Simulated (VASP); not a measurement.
# NaCl (I-4m2) in VASP: further runs

Aim: see how the results for NaCl move with the level of theory and the settings. Levels: PBE, r2SCAN. Tasks: single point.

Program: VASP 6.6.1. These are calculated values, not measurements. Logs are shortened: lines on timing, memory, paths and dates and some standing lists are left out, and cuts for length are marked.

## (1) The cell of the first run

It takes space group I-4m2 (No. 119, tetragonal). The conventional cell has a = 4.230 Å, b = 4.230 Å, c = 6.492 Å, α = 90.00°, β = 90.00°, γ = 90.00°. Na (site symmetry -4m2) has 4 Cl at 2.67 Å within 3.5 Å. Within 3.5 Å of Cl (site symmetry -4m2) lie 4 Na at 2.67 Å.

## (2) Single point, PBE (epitaxial xy strain -3.1%)

File INCAR:

```
SYSTEM = NaCl
  PREC = Accurate
  ENCUT = 520
  EDIFF = 1E-6
  ISMEAR = -1
  SIGMA = 0.02
  LREAL = .FALSE.
  LASPH = .TRUE.
  NELM = 60
  ALGO = Normal
  ISIF = 2
  LWAVE = .FALSE.
  LCHARG = .TRUE.
  GGA = PE
  LELF = .TRUE.
  LVHAR = .TRUE.
  NBANDS = 14
```

File KPOINTS:

```
Automatic mesh
0
G
  8 8 8
  0 0 0
```

File POSCAR:

```
NaCl
1.0
    0.0000000000      2.9909498675      3.2461285094
    2.9909498675      0.0000000000      3.2461285094
    2.9909498675      2.9909498675      0.0000000000
Na Cl
1 1
Direct
    0.0000000000      0.0000000000      0.0000000000
    0.2500000000      0.2500000000      0.2500000000
```

Potentials or basis: VASP PAW PBE potentials, release 64 (Na_pv, Cl).

Run with:

```bash
$ cat potpaw_PBE.64/Na_pv/POTCAR potpaw_PBE.64/Cl/POTCAR > POTCAR
$ mpirun -np 1 vasp_std > vasp.out
```

OUTCAR:

```text
SYSTEM = NaCl
   PREC = Accurate
   ENCUT = 520
   EDIFF = 1E-6
   ISMEAR = -1
   LREAL = .FALSE.
   LASPH = .TRUE.
   NELM = 60
   ISIF = 2
   GGA = PE

 ion  position               nearest neighbor table
   1  0.000  0.000  0.000-   2 2.67   2 2.67   2 2.67   2 2.67
   2  0.250  0.250  0.250-   1 2.67   1 2.67   1 2.67   1 2.67

  LATTYP: Found a body centered tetragonal cell.
 ALAT       =     4.2298418670
 C/A-ratio  =     1.5348699131

  Lattice vectors:

 A1 = (  -2.9909498675,   0.0000000000,   3.2461285094)
 A2 = (   2.9909498675,   0.0000000000,   3.2461285094)
 A3 = (   0.0000000000,   2.9909498675,  -3.2461285094)

Analysis of symmetry for initial positions (statically):
=====================================================================
 Subroutine PRICEL returns:
 Original cell was already a primitive cell.

 Routine SETGRP: Setting up the symmetry group for a
 body centered tetragonal supercell.

 Subroutine GETGRP returns: Found  8 space group operations
 (whereof  8 operations were pure point group operations)
 out of a pool of 16 trial point group operations.

The static configuration has the point symmetry D_2d.

Analysis of symmetry for dynamics (positions and initial velocities):
=====================================================================
 Subroutine PRICEL returns:
 Original cell was already a primitive cell.

 Routine SETGRP: Setting up the symmetry group for a
 body centered tetragonal supercell.

 Subroutine GETGRP returns: Found  8 space group operations
 (whereof  8 operations were pure point group operations)
 out of a pool of 16 trial point group operations.

The dynamic configuration has the point symmetry D_2d.

 Subroutine INISYM returns: Found  8 space group operations
 (whereof  8 operations are pure point group operations),
 and found     1 'primitive' translations

----------------------------------------------------------------------------------------

                                     Primitive cell

  volume of cell :      58.0783

  direct lattice vectors                    reciprocal lattice vectors
     0.000000000  2.990949867  3.246128509    -0.167170973  0.167170973  0.154029638
     2.990949867  0.000000000  3.246128509     0.167170973 -0.167170973  0.154029638
     2.990949867  2.990949867  0.000000000     0.167170973  0.167170973 -0.154029638

  length of vectors
     4.413970028  4.413970028  4.229841867     0.282165551  0.282165551  0.282165551

  position of ions in fractional coordinates (direct lattice)
     0.000000000  0.000000000  0.000000000
     0.250000000  0.250000000  0.250000000

  ion indices of the primitive-cell ions
   primitive index   ion index
                 1           1
                 2           2

----------------------------------------------------------------------------------------

 KPOINTS: Automatic mesh

Automatic generation of k-mesh.
 Grid dimensions read from file:
 generate k-points for:    8    8    8

 Generating k-lattice:

  Cartesian coordinates                     Fractional coordinates (reciprocal lattice)
    -0.020896372  0.020896372  0.019253705     0.125000000 -0.000000000  0.000000000
     0.020896372 -0.020896372  0.019253705    -0.000000000  0.125000000  0.000000000
     0.020896372  0.020896372 -0.019253705     0.000000000  0.000000000  0.125000000

  Length of vectors
     0.035270694  0.035270694  0.035270694

  Shift w.r.t. Gamma in fractional coordinates (k-lattice)
     0.000000000  0.000000000  0.000000000

 Subroutine IBZKPT returns following result:
 ===========================================

 Found     59 irreducible k-points:

 Following reciprocal coordinates:
            Coordinates               Weight
  0.000000  0.000000  0.000000      1.000000
  0.125000 -0.000000  0.000000      8.000000
  0.250000 -0.000000  0.000000      8.000000
  0.375000  0.000000  0.000000      8.000000
  0.500000 -0.000000  0.000000      4.000000
  0.125000  0.125000  0.000000      2.000000
[... 16 lines left out ...]
  0.250000 -0.000000  0.125000     16.000000
  0.375000  0.000000  0.125000     16.000000
 [... further k-points ...]
   k-points           NKPTS =     59   k-points in BZ     NKDIM =     59   number of bands    NBANDS=     14
   number of dos      NEDOS =    301   number of ions     NIONS =      2
   total plane-waves  NPLWV =  41472
   dimension x,y,z NGX =    36 NGY =   36 NGZ =   32
   dimension x,y,z NGXF=    72 NGYF=   72 NGZF=   64
   ions per type =               1   1
   NGX,Y,Z   is equivalent  to a cutoff of  13.56, 13.56, 12.58 a.u.
   NGXF,Y,Z  is equivalent  to a cutoff of  27.12, 27.12, 25.15 a.u.
 SYSTEM =  NaCl
   PREC   = accura    normal or accurate (medium, high low for compatibility)
   ISTART =      0    job   : 0-new  1-cont  2-samecut
   ICHARG =      2    charge: 1-file 2-atom 10-const
   ISPIN  =      1    spin polarized calculation?
   LNONCOLLINEAR =      F non collinear calculations
   LSORBIT =      F    spin-orbit coupling
   LASPH  =      T    aspherical Exc in radial PAW
   ENCUT  =  520.0 eV  38.22 Ry    6.18 a.u.   8.21  8.21  7.86*2*pi/ulx,y,z
   NELM   =     60;   NELMIN=  2; NELMDL= -5     # of ELM steps
   EDIFF  = 0.1E-05   stopping-criterion for ELM
   LREAL  =      F    real-space projection
   EDIFFG = 0.1E-04   stopping-criterion for IOM
   NSW    =      0    number of steps for IOM
   IBRION =     -1    ionic relax: 0-MD 1-quasi-New 2-CG
   NFREE  =      0    steps in history (QN), initial steepest desc. (CG)
   ISIF   =      2    stress and relaxation
   ISYM   =      2    0-nonsym 1-usesym 2-fastsym
   POTIM  = 0.5000    time-step for ionic-motion
   TEBEG  =    0.0;   TEEND  =   0.0 temperature during run
   PSTRESS=    0.0 pullay stress
   NELECT =      14.0000    total number of electrons
   NUPDOWN=      -1.0000    fix difference up-down
   EMIN   =  10.00;   EMAX   =-10.00  energy-range for DOS
   EFERMI =   0.00;   METHOD = LEGACY
   ISMEAR =    -1;   SIGMA  =   0.02  broadening in eV -4-tet -1-fermi 0-gaus
   EFERMI_NEDOS =   21; number of points for ismear=-14 and -15
   IALGO  =     38    algorithm
   IMIX   =      4    mixing-type and parameters
     AMIX     =   0.40;   BMIX     =  1.00
     AMIX_MAG =   1.60;   BMIX_MAG =  1.00
  volume/ion in A,a.u.               =      29.04       195.97
  Fermi-wavevector in a.u.,A,eV,Ry     =   1.018856  1.925359 14.123769  1.038068
  Thomas-Fermi vector in A             =   2.152337
   LORBIT       =      0    0 simple, 1 ext, 2 COOP (PROOUT), +10 PAW based schemes
   GGA     = PE    functional components
   LHFCALC =     F    Hartree Fock is set to
   AEXX    =    0.0000 exact exchange contribution
   IVDW    =     0    specifies the selected vdW correction
   LEPSILON=     F    determine dielectric tensor
   LRPA    =     F    only Hartree local field effects (RPA)
 non-spin polarized calculation
  energy-cutoff  :      520.00
  volume of cell :       58.08
 maximum number of plane-waves:      1588
 NGX is ok and might be reduce to    36
   NGX = 17   NGY = 17   NGZ = 15

 number of electron      13.9999996 magnetization

 Free energy of the ion-electron system (eV)
  ---------------------------------------------------
  ext. energy  EPLUGINS =         0.00000000
  ---------------------------------------------------
  free energy    TOTEN  =        -6.63185914 eV

  energy without entropy =       -6.63185914  energy(sigma->0) =       -6.63185914

 E-fermi :  -1.8621     XC(G=0):  -6.9091

 val. band max:       -2.3045610958   @ k =  -0.1250   0.1250   0.0000
 cond. band min:       2.6167698340   @ k =   0.0000   0.0000   0.0000
 fundamental gap:      4.9213309298
 Fermi energy:        -1.8620549631

 k-point     1 :       0.0000    0.0000    0.0000
  band No.  band energies     occupation
      1     -22.9301      2.00000
      2     -22.9301      2.00000
      3     -22.9203      2.00000
      4     -14.4762      2.00000
      5      -2.4035      2.00000
      6      -2.3069      2.00000
      7      -2.3069      2.00000
      8       2.6168      0.00000
      9       8.8151      0.00000
     10       9.0109      0.00000
     11       9.0109      0.00000
     12      10.0615      0.00000
     13      11.2567      0.00000
     14      12.3629      0.00000

 k-point     2 :       0.1250   -0.0000    0.0000
  band No.  band energies     occupation
      1     -22.9319      2.00000
      2     -22.9303      2.00000
      3     -22.9210      2.00000
      4     -14.4542      2.00000
      5      -2.5457      2.00000
      6      -2.3864      2.00000
      7      -2.3137      2.00000
      8       2.9818      0.00000
      9       8.5329      0.00000
     10       8.9178      0.00000
     11       9.1390      0.00000
     12       9.8646      0.00000
     13      10.7825      0.00000
     14      12.5068      0.00000

 k-point     3 :       0.2500   -0.0000    0.0000
  band No.  band energies     occupation
      1     -22.9366      2.00000
      2     -22.9307      2.00000
      3     -22.9225      2.00000
      4     -14.4006      2.00000
      5      -2.9485      2.00000
      6      -2.4471      2.00000
      7      -2.3298      2.00000
      8       3.8421      0.00000
      9       7.7229      0.00000
     10       8.6271      0.00000
     11       9.1653      0.00000
     12      10.3261      0.00000
     13      10.6154      0.00000
     14      11.8871      0.00000
[... 324 lines left out ...]
 k-point    23 :       0.2500   -0.0000    0.1250
  band No.  band energies     occupation
      1     -22.9363      2.00000
      2     -22.9315      2.00000
      3     -22.9218      2.00000
      4     -14.4014      2.00000
      5      -2.8432      2.00000
      6      -2.4845      2.00000
      7      -2.4004      2.00000
      8       3.8090      0.00000
      9       7.8581      0.00000
     10       8.7507      0.00000
     11       9.0312      0.00000
     12       9.7121      0.00000
     13      10.8227      0.00000
     14      12.8205      0.00000

 k-point    24 :       0.3750    0.0000    0.1250
  band No.  band energies     occupation
      1     -22.9409      2.00000
      2     -22.9320      2.00000
      3     -22.9232      2.00000
      4     -14.3473      2.00000
      5      -3.1830      2.00000
      6      -2.5360      2.00000
      7      -2.4285      2.00000
      8       4.7117      0.00000
      9       7.1277      0.00000
     10       8.2494      0.00000
     11       8.7867      0.00000
     12      10.4751      0.00000
     13      11.7482      0.00000
     14      12.6360      0.00000

 [... further k-points ...]

------------------------ aborting loop because EDIFF is reached ----------------------------------------

  FORCE on cell =-STRESS in cart. coord.  units (eV):
  Direction    XX          YY          ZZ          XY          YZ          ZX
  --------------------------------------------------------------------------------------
  -------------------------------------------------------------------------------------
  Total        0.3489291      0.3489291      0.2677360      0.0000000      0.0000000      0.0000000
  in kB        9.6257316      9.6257316      7.3859000      0.0000000      0.0000000      0.0000000
  external PRESSURE =       8.8791210 kB  Pullay stress =       0.0000000 kB

 VOLUME and BASIS-vectors are now :
 -----------------------------------------------------------------------------
  energy-cutoff  :      520.00
  volume of cell :       58.08
      direct lattice vectors                 reciprocal lattice vectors
     0.000000000  2.990949867  3.246128509    -0.167170973  0.167170973  0.154029638
     2.990949867  0.000000000  3.246128509     0.167170973 -0.167170973  0.154029638
     2.990949867  2.990949867  0.000000000     0.167170973  0.167170973 -0.154029638

 POSITION                                       TOTAL-FORCE (eV/Angst)
 -----------------------------------------------------------------------------------
      0.00000      0.00000      0.00000        -0.000000     -0.000000     -0.000000
      1.49547      1.49547      1.62306         0.000000      0.000000      0.000000
 -----------------------------------------------------------------------------------
    total drift:                               -0.000002     -0.000002     -0.000000

  FREE ENERGIE OF THE ION-ELECTRON SYSTEM (eV)
  ---------------------------------------------------
  free  energy   TOTEN  =        -6.6318591405 eV

  energy  without entropy=       -6.6318591405  energy(sigma->0) =       -6.63185914
```

Wall time 32 s (1 thread of Intel Xeon Platinum 8375C at 2.90GHz (Ice Lake), shared host); peak memory 0.2 GiB.

Results:

```
Free energy            : -6.6319 eV
Pressure               : 0.9 GPa
Band gap on the k mesh : 4.92 eV, indirect (the least direct gap lies 2.3 meV higher)
```

Stress tensor (GPa, compression positive):
```
0.96 0.00 0.00
0.00 0.96 0.00
0.00 0.00 0.74
```

Levels at points of the mesh, in eV from the valence-band top:
| k point | band 3 | band 4 | band 5 | band 6 | band 7 | band 8 | band 9 | band 10 | band 11 | band 12 |
| --- | --- | --- | --- | --- | --- | --- | --- | --- | --- | --- |
| (0.00, 0.00, 0.00) | -20.62 | -12.17 | -0.10 | 0.00 | 0.00 | 4.92 | 11.12 | 11.32 | 11.32 | 12.37 |
| (0.50, 0.00, 0.00) | -20.62 | -12.02 | -1.12 | -0.21 | -0.05 | 7.55 | 8.95 | 10.38 | 11.00 | 14.32 |
| (0.50, 0.50, 0.00) | -20.63 | -11.99 | -1.10 | -0.24 | -0.24 | 7.00 | 9.28 | 10.14 | 13.54 | 13.54 |
| (0.50, 0.00, 0.50) | -20.62 | -11.96 | -0.98 | -0.41 | -0.38 | 7.03 | 8.94 | 10.93 | 12.64 | 13.53 |

Caveat: the cell differs from its parent crystal (epitaxial xy strain -3.1%). A k mesh can miss the band edges.

## (3) Single point, r2SCAN (epitaxial xy strain -3.1%)

POSCAR is that of step 2.

File INCAR.step1:

```
SYSTEM = NaCl
  ALGO = Normal
  EDIFF = 1E-4
  ENCUT = 520
  GGA = PE
  ISMEAR = 0
  LASPH = .TRUE.
  LCHARG = .FALSE.
  LREAL = .FALSE.
  LWAVE = .TRUE.
  NBANDS = 14
  NELM = 60
  PREC = Accurate
  SIGMA = 0.01
```

File INCAR.step2:

```
SYSTEM = NaCl
  ALGO = Normal
  EDIFF = 1E-7
  ENCUT = 520
  ISIF = 2
  ISMEAR = 0
  ISTART = 1
  LASPH = .TRUE.
  LCHARG = .TRUE.
  LELF = .TRUE.
  LMIXTAU = .TRUE.
  LREAL = .FALSE.
  LVHAR = .TRUE.
  LWAVE = .FALSE.
  METAGGA = R2SCAN
  NBANDS = 14
  NELM = 60
  PREC = Accurate
  SIGMA = 0.01
```

File KPOINTS:

```
k-points
0
G
  8 8 8
  0 0 0
```

Potentials or basis: VASP PAW PBE potentials, release 64 (Na_pv, Cl).

Run with:

```bash
$ cat potpaw_PBE.64/Na_pv/POTCAR potpaw_PBE.64/Cl/POTCAR > POTCAR
$ cp INCAR.step1 INCAR
$ mpirun -np 1 vasp_std > vasp.out
$ cp INCAR.step2 INCAR
$ mpirun -np 1 vasp_std > vasp.out
```

OUTCAR:

```text
SYSTEM = NaCl
   EDIFF = 1E-7
   ENCUT = 520
   ISIF = 2
   ISMEAR = 0
   ISTART = 1
   LASPH = .TRUE.
   LREAL = .FALSE.
   METAGGA = R2SCAN
   NELM = 60
   PREC = Accurate

 ion  position               nearest neighbor table
   1  0.000  0.000  0.000-   2 2.67   2 2.67   2 2.67   2 2.67
   2  0.250  0.250  0.250-   1 2.67   1 2.67   1 2.67   1 2.67

  LATTYP: Found a body centered tetragonal cell.
 ALAT       =     4.2298418670
 C/A-ratio  =     1.5348699131

  Lattice vectors:

[... 587 lines left out ...]
      9       7.3867      0.00000
     10       8.5545      0.00000
     11       9.1014      0.00000
     12      10.8577      0.00000
     13      12.1380      0.00000
     14      12.9602      0.00000

 [... further k-points ...]
[... 5 lines left out ...]
  --------------------------------------------------------------------------------------
  -------------------------------------------------------------------------------------
  Total        0.0487386      0.0487386     -0.0438771      0.0000000     -0.0000000     -0.0000000
  in kB        1.3445271      1.3445271     -1.2104164      0.0000000     -0.0000000     -0.0000000
  external PRESSURE =       0.4928793 kB  Pullay stress =       0.0000000 kB

 VOLUME and BASIS-vectors are now :
 -----------------------------------------------------------------------------
  energy-cutoff  :      520.00
  volume of cell :       58.08
      direct lattice vectors                 reciprocal lattice vectors
     0.000000000  2.990949867  3.246128509    -0.167170973  0.167170973  0.154029638
     2.990949867  0.000000000  3.246128509     0.167170973 -0.167170973  0.154029638
     2.990949867  2.990949867  0.000000000     0.167170973  0.167170973 -0.154029638

 POSITION                                       TOTAL-FORCE (eV/Angst)
 -----------------------------------------------------------------------------------
      0.00000      0.00000      0.00000        -0.000000     -0.000000     -0.000000
      1.49547      1.49547      1.62306         0.000000      0.000000      0.000000
 -----------------------------------------------------------------------------------
    total drift:                               -0.000211     -0.000211     -0.000059

  FREE ENERGIE OF THE ION-ELECTRON SYSTEM (eV)
  ---------------------------------------------------
  free  energy   TOTEN  =       -13.5588570781 eV

  energy  without entropy=      -13.5588570781  energy(sigma->0) =      -13.55885708
```

OUTCAR.step1:

```text
SYSTEM = NaCl
   EDIFF = 1E-4
   ENCUT = 520
   GGA = PE
   ISMEAR = 0
   LASPH = .TRUE.
   LREAL = .FALSE.
[... 630 lines left out ...]
      0.00000      0.00000      0.00000        -0.000000     -0.000000     -0.000000
      1.49547      1.49547      1.62306         0.000000      0.000000      0.000000
 -----------------------------------------------------------------------------------
    total drift:                               -0.000002     -0.000002     -0.000001

  FREE ENERGIE OF THE ION-ELECTRON SYSTEM (eV)
  ---------------------------------------------------
  free  energy   TOTEN  =        -6.6318489695 eV

  energy  without entropy=       -6.6318489695  energy(sigma->0) =       -6.63184897
```

Wall time 2.2 min (1 thread of Intel Xeon Platinum 8375C at 2.90GHz (Ice Lake), shared host); peak memory 0.21 GiB.

Results:

* Free energy: -13.5589 eV
* Pressure: 0.0 GPa
* Band gap on the k mesh: 5.55 eV, indirect (the least direct gap lies 3.6 meV higher)

Stress tensor (GPa, compression positive):
```
 0.13  0.00  0.00
 0.00  0.13  0.00
 0.00  0.00 -0.12
```

Levels at points of the mesh, in eV from the valence-band top:
| k point | band 5 | band 6 | band 7 | band 8 | band 9 | band 10 |
| --- | --- | --- | --- | --- | --- | --- |
| (0.00, 0.00, 0.00) | -0.10 | 0.00 | 0.00 | 5.55 | 11.97 | 12.16 |
| (0.50, 0.00, 0.00) | -1.11 | -0.22 | -0.05 | 8.30 | 9.51 | 11.08 |
| (0.50, 0.50, 0.00) | -1.08 | -0.23 | -0.23 | 7.46 | 9.97 | 11.11 |
| (0.50, 0.00, 0.50) | -0.97 | -0.41 | -0.38 | 7.47 | 9.67 | 11.93 |

Caveat: the cell differs from its parent crystal (epitaxial xy strain -3.1%); the PAW data sets were made with another functional, which shifts forces and pressure a little.
